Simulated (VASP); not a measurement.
Input of a VASP 6.6.1 run:

INCAR

```
PREC = Accurate
ENCUT = 600
EDIFF = 1E-6
ISMEAR = -1
SIGMA = 0.05
LREAL = F
LASPH = T
NELM = 80
ALGO = Fast
ISIF = 3
LWAVE = F
LCHARG = F
GGA = PS
IBRION = 2
NSW = 60
EDIFFG = -0.01
```

The input KPOINTS:

```
Automatic mesh
0
Gamma
  10 10 8
```

The input POSCAR:

```
Ga
1.0
    1.3830000000     -4.0265000000      0.0000000000
    1.3830000000      4.0265000000      0.0000000000
   -0.1174474948      0.0000000000      3.3299294416
Ga
2
Direct
    0.1310000000      0.8690000000      0.7500000000
    0.8690000000      0.1310000000      0.2500000000
```

Potentials or basis: VASP PAW PBE potentials, release 64 (Ga_d).

Command:

```sh
$ cat potpaw_PBE.64/Ga_d/POTCAR > POTCAR
$ mpirun -np 1 vasp_std > vasp.out
```

Q: Estimate the relaxed volume.

A: 17.96 Å³/atom.

Q: Estimate the band gap on the k mesh.

A: Zero (bands 13 and 14 overlap by 9.17 eV).

Q: Predict the space group after relaxing (to 0.1 Å).

A: Cmcm (No. 63).

Q: What does it give for the relaxed cell?

A: a = 4.254 Å, b = 4.254 Å, c = 3.170 Å, α = 90.15°, β = 90.15°, γ = 141.24°.

Forces in eV/Å, atoms in the order of the input:
```
Ga   0.000 -0.006  0.000
Ga   0.000  0.006  0.000
```

Caveat: the PAW data sets were made with another functional, which shifts forces and pressure a little.
